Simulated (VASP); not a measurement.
# Ge (I4_1/amd) in VASP: further runs, part 2 of 2

VASP 6.6.1. Earlier steps stand in the parts before.

## Step 3: Single point, LDA

This run uses another cell than the first one, of 18.52 Å³/atom, 1.020 times its volume.

The input, INCAR:

```
SYSTEM = Ge
PREC = Accurate
ENCUT = 520
EDIFF = 1E-6
ISMEAR = -1
SIGMA = 0.05
LREAL = .FALSE.
LASPH = .TRUE.
NELM = 80
ALGO = Normal
ISIF = 2
LWAVE = .FALSE.
LCHARG = .FALSE.
NBANDS = 21
```

The input, KPOINTS:

```
Automatic mesh
0
G
  11 11 11
  0 0 0
```

The input, POSCAR:

```
Ge
1.0
   -2.5744897190      2.5744897190      1.3974126432
    2.5744897190     -2.5744897190      1.3974126432
    2.5744897190      2.5744897190     -1.3974126432
Ge
2
Direct
    0.5000000000      0.5000000000      0.0000000000
    0.2500000000      0.7500000000      0.5000000000
```

Potentials or basis: VASP PAW LDA potentials, release 64 (Ge_d).

Run with:

```
cat potpaw_LDA.64/Ge_d/POTCAR > POTCAR
mpirun -np 1 vasp_std > vasp.out
```

OUTCAR:

```text
SYSTEM = Ge
   PREC = Accurate
   ENCUT = 520
   EDIFF = 1E-6
   ISMEAR = -1
   LREAL = .FALSE.
   LASPH = .TRUE.
   NELM = 80
   ISIF = 2

 ion  position               nearest neighbor table
   1  0.500  0.500  0.000-   2 2.67   2 2.67   2 2.67   2 2.67
   2  0.250  0.750  0.500-   1 2.67   1 2.67   1 2.67   1 2.67

  LATTYP: Found a body centered tetragonal cell.
 ALAT       =     5.1489794380
 C/A-ratio  =     0.5427920853

  Lattice vectors:

 A1 = (  -2.5744897190,   2.5744897190,   1.3974126432)
 A2 = (   2.5744897190,  -2.5744897190,   1.3974126432)
 A3 = (   2.5744897190,   2.5744897190,  -1.3974126432)

Analysis of symmetry for initial positions (statically):
=====================================================================
 Subroutine PRICEL returns:
 Original cell was already a primitive cell.

 Routine SETGRP: Setting up the symmetry group for a
 body centered tetragonal supercell.

 Subroutine GETGRP returns: Found 16 space group operations
 (whereof  8 operations were pure point group operations)
 out of a pool of 16 trial point group operations.

The static configuration has the point symmetry D_2d.
 The point group associated with its full space group is D_4h.

Analysis of symmetry for dynamics (positions and initial velocities):
=====================================================================
 Subroutine PRICEL returns:
 Original cell was already a primitive cell.

 Routine SETGRP: Setting up the symmetry group for a
 body centered tetragonal supercell.

 Subroutine GETGRP returns: Found 16 space group operations
 (whereof  8 operations were pure point group operations)
 out of a pool of 16 trial point group operations.

The dynamic configuration has the point symmetry D_2d.
 The point group associated with its full space group is D_4h.

 Subroutine INISYM returns: Found 16 space group operations
[... 105 lines left out ...]
   POTIM  = 0.5000    time-step for ionic-motion
   TEBEG  =    0.0;   TEEND  =   0.0 temperature during run
   PSTRESS=    0.0 pullay stress
   NELECT =      28.0000    total number of electrons
   NUPDOWN=      -1.0000    fix difference up-down
   EMIN   =  10.00;   EMAX   =-10.00  energy-range for DOS
   EFERMI =   0.00;   METHOD = LEGACY
   ISMEAR =    -1;   SIGMA  =   0.05  broadening in eV -4-tet -1-fermi 0-gaus
   EFERMI_NEDOS =   21; number of points for ismear=-14 and -15
   IALGO  =     38    algorithm
   IMIX   =      4    mixing-type and parameters
     AMIX     =   0.40;   BMIX     =  1.00
     AMIX_MAG =   1.60;   BMIX_MAG =  1.00
  volume/ion in A,a.u.               =      18.52       125.01
  Fermi-wavevector in a.u.,A,eV,Ry     =   1.491209  2.817976 30.255333  2.223704
  Thomas-Fermi vector in A             =   2.603893
   LORBIT       =      0    0 simple, 1 ext, 2 COOP (PROOUT), +10 PAW based schemes
   GGA     = CA    functional components
   LHFCALC =     F    Hartree Fock is set to
   AEXX    =    0.0000 exact exchange contribution
   IVDW    =     0    specifies the selected vdW correction
   LEPSILON=     F    determine dielectric tensor
   LRPA    =     F    only Hartree local field effects (RPA)
 non-spin polarized calculation
  energy-cutoff  :      520.00
  volume of cell :       37.05
 maximum number of plane-waves:      1029
 NGX is ok and might be reduce to    30
   NGX = 15   NGY = 15   NGZ = 15

 number of electron      28.0000028 magnetization

 Free energy of the ion-electron system (eV)
  ---------------------------------------------------
  ext. energy  EPLUGINS =         0.00000000
  ---------------------------------------------------
  free energy    TOTEN  =       -10.02451503 eV

  energy without entropy =      -10.01664893  energy(sigma->0) =      -10.02058198

 E-fermi :   6.5288     XC(G=0): -11.6056

 val. band max:        6.5057011051   @ k =  -0.1818  -0.2727   0.1818
 cond. band min:       6.5332775951   @ k =   0.4545   0.2727   0.0909
 fundamental gap:      0.0275764900
 Fermi energy:         6.5288249515

 k-point     1 :       0.0000    0.0000    0.0000
  band No.  band energies     occupation
      1     -18.3113      2.00000
      2     -18.2667      2.00000
      3     -18.2350      2.00000
      4     -18.2343      2.00000
      5     -18.1287      2.00000
      6     -18.1287      2.00000
[... 565 lines left out ...]
     20      18.8035      0.00000
     21      19.1978      0.00000

 [... further k-points ...]
[... 5 lines left out ...]
  --------------------------------------------------------------------------------------
  -------------------------------------------------------------------------------------
  Total       -0.5436417     -0.5436417     -0.6047721      0.0000000      0.0000000      0.0000000
  in kB      -23.5102001    -23.5102001    -26.1538326      0.0000000      0.0000000      0.0000000
  external PRESSURE =     -24.3914109 kB  Pullay stress =       0.0000000 kB

 VOLUME and BASIS-vectors are now :
 -----------------------------------------------------------------------------
  energy-cutoff  :      520.00
  volume of cell :       37.05
      direct lattice vectors                 reciprocal lattice vectors
    -2.574489719  2.574489719  1.397412643     0.000000000  0.194213244  0.357804119
     2.574489719 -2.574489719  1.397412643     0.194213244  0.000000000  0.357804119
     2.574489719  2.574489719 -1.397412643     0.194213244  0.194213244  0.000000000

 POSITION                                       TOTAL-FORCE (eV/Angst)
 -----------------------------------------------------------------------------------
      0.00000      0.00000      1.39741         0.000000     -0.000000      0.000000
      2.57449      0.00000      0.69871        -0.000000      0.000000     -0.000000
 -----------------------------------------------------------------------------------
    total drift:                                0.000000     -0.000000      0.000000

  FREE ENERGIE OF THE ION-ELECTRON SYSTEM (eV)
  ---------------------------------------------------
  free  energy   TOTEN  =       -10.0245150273 eV

  energy  without entropy=      -10.0166489345  energy(sigma->0) =      -10.02058198
```

OSZICAR:

```text
N       E                     dE             d eps       ncg     rms          rms(c)
DAV:   1     0.178473740734E+03    0.17847E+03   -0.14291E+04  5954   0.381E+03
DAV:   2     0.140430537373E+02   -0.16443E+03   -0.15952E+03  5332   0.596E+02
DAV:   3    -0.939317045891E+01   -0.23436E+02   -0.23242E+02  6012   0.133E+02
DAV:   4    -0.100552087526E+02   -0.66204E+00   -0.66161E+00  5837   0.260E+01
DAV:   5    -0.100648637999E+02   -0.96550E-02   -0.96548E-02  6059   0.343E+00    0.219E+00
DAV:   6    -0.100371196656E+02    0.27744E-01   -0.21694E-02  7137   0.238E+00    0.121E+00
DAV:   7    -0.100248900291E+02    0.12230E-01   -0.13453E-02  7175   0.158E+00    0.112E-01
DAV:   8    -0.100245153931E+02    0.37464E-03   -0.18575E-03  6469   0.767E-01    0.426E-02
DAV:   9    -0.100245153310E+02    0.62119E-07   -0.41985E-05  6263   0.804E-02    0.105E-02
DAV:  10    -0.100245150273E+02    0.30366E-06   -0.33725E-06  5381   0.280E-02
   1 F= -.10024515E+02 E0= -.10020582E+02  d E =-.786609E-02
```

stdout:

```text
POSCAR found type information on POSCAR Ge
 POSCAR found :  1 types and       2 ions
 scaLAPACK will be used
 LDA part: xc-table for (Slater(with rela. corr.)+CA(PZ))
 , standard interpolation
 POSCAR, INCAR and KPOINTS ok, starting setup
 FFT: planning ... GRIDC
 FFT: planning ... GRID_SOFT
 FFT: planning ... GRID
 WAVECAR not read
 entering main loop
```

Wall time 68 s (1 thread of Intel Xeon Platinum 8488C (Sapphire Rapids), shared host); peak memory 0.19 GiB.

Results:

```yaml
Free_energy: -10.0245 eV
Pressure: -2.4 GPa
Band_gap_on_the_k_mesh: zero (band 14 reaches 8.21 eV, above the bottom of band 15 at 3.57 eV)
```

Levels at points of the mesh, in eV from the Fermi level:
| k point | band 12 | band 13 | band 14 | band 15 | band 16 | band 17 |
| --- | --- | --- | --- | --- | --- | --- |
| (0.00, 0.00, 0.00) | -4.16 | -2.34 | -2.34 | 3.36 | 7.51 | 7.51 |

## Step 4: Single point, LDA (volume scaled by 1.02)

INCAR, as its differences from that of step 3:

```diff
@@ -8,3 +8,3 @@
 LASPH = .TRUE.
-NELM = 80
+NELM = 100
 ALGO = Normal
```

KPOINTS is that of step 3.

The input, POSCAR:

```
Ge
1.0
   -2.5915398167      2.5915398167      1.4066673013
    2.5915398167     -2.5915398167      1.4066673013
    2.5915398167      2.5915398167     -1.4066673013
Ge
2
Direct
    0.5000000000      0.5000000000      0.0000000000
    0.2500000000      0.7500000000      0.5000000000
```

Run with:

```
cat potpaw_LDA.64/Ge_d/POTCAR > POTCAR
mpirun -np 1 vasp_std > vasp.out
```

It took 73 s on 1 thread of Intel Xeon Platinum 8488C (Sapphire Rapids), shared host; peak memory 0.19 GiB.

Results (log left out):

| Quantity | Value |
| --- | --- |
| Free energy | -10.0106 eV |
| Pressure | -3.8 GPa |
| Band gap on the k mesh | zero (band 14 reaches 7.94 eV, above the bottom of band 15 at 3.43 eV) |

Stress tensor (GPa, compression positive):
```
-3.72  0.00  0.00
 0.00 -3.72  0.00
 0.00  0.00 -4.04
```

Levels at points of the mesh, in eV from the Fermi level:
| k point | band 10 | band 11 | band 12 | band 13 | band 14 | band 15 | band 16 | band 17 | band 18 | band 19 |
| --- | --- | --- | --- | --- | --- | --- | --- | --- | --- | --- |
| (0.00, 0.00, 0.00) | -24.51 | -13.13 | -4.22 | -2.27 | -2.27 | 3.41 | 7.39 | 7.39 | 7.92 | 8.09 |

Caveat: the cell differs from its parent crystal (volume scaled by 1.02).

## Step 5: Single point, LDA (volume scaled by 1.04)

The input, INCAR:

```
SYSTEM = Ge
  PREC = Accurate
  ENCUT = 520
  EDIFF = 1E-6
  ISMEAR = -1
  SIGMA = 0.05
  LREAL = .False.
  LASPH = .True.
  NELM = 80
  ALGO = Normal
  ISIF = 2
  LWAVE = .False.
  LCHARG = .False.
  NBANDS = 21
```

The input, KPOINTS:

```
Automatic mesh
0
Gamma
  11 11 11
  0 0 0
```

The input, POSCAR:

```
Ge
1.0
   -2.6083684688      2.6083684688      1.4158017605
    2.6083684688     -2.6083684688      1.4158017605
    2.6083684688      2.6083684688     -1.4158017605
Ge
2
Direct
    0.5000000000      0.5000000000      0.0000000000
    0.2500000000      0.7500000000      0.5000000000
```

Run with:

```
cat potpaw_LDA.64/Ge_d/POTCAR > POTCAR
mpirun -np 1 vasp_std > vasp.out
```

Wall time 72 s (1 thread of Intel Xeon Platinum 8488C (Sapphire Rapids), shared host); peak memory 0.19 GiB.

The run converged. Its results:

- Free energy: -9.9907 eV
- Pressure: -5.1 GPa
- Band gap on the k mesh: zero (band 14 reaches 7.67 eV, above the bottom of band 15 at 3.29 eV)

Stress tensor (GPa, compression positive):
```
-4.94  0.00  0.00
 0.00 -4.94  0.00
 0.00  0.00 -5.29
```

Levels at points of the mesh, in eV from the Fermi level:
```
           k point  band 12  band 13  band 14  band 15  band 16  band 17
(0.00, 0.00, 0.00)    -4.27    -2.20    -2.20     3.46     7.27     7.27
```

Caveat: the cell differs from its parent crystal (volume scaled by 1.04).

## Step 6: Overview

| cell | gap on the mesh (eV) | pressure (GPa) |
| --- | --- | --- |
| a = 3.874 Å, angles 97.4, 97.4, 138.0°, 2 atoms | none | -0.9 |
| a = 3.900 Å, angles 97.4, 97.4, 138.0°, 2 atoms | none | -2.4 |
| a = 3.926 Å, angles 97.4, 97.4, 138.0°, 2 atoms | none | -3.8 |
| a = 3.951 Å, angles 97.4, 97.4, 138.0°, 2 atoms | none | -5.1 |

Alike in all rows: task single point; level LDA; potentials or basis VASP PAW LDA potentials, release 64 (Ge_d); no spin polarisation; k mesh 11 × 11 × 11; cutoff (eV) 520; smearing fermi-dirac 0.05 eV.

Total energies depend on the potentials used, so only differences within one code and one set of settings carry meaning.
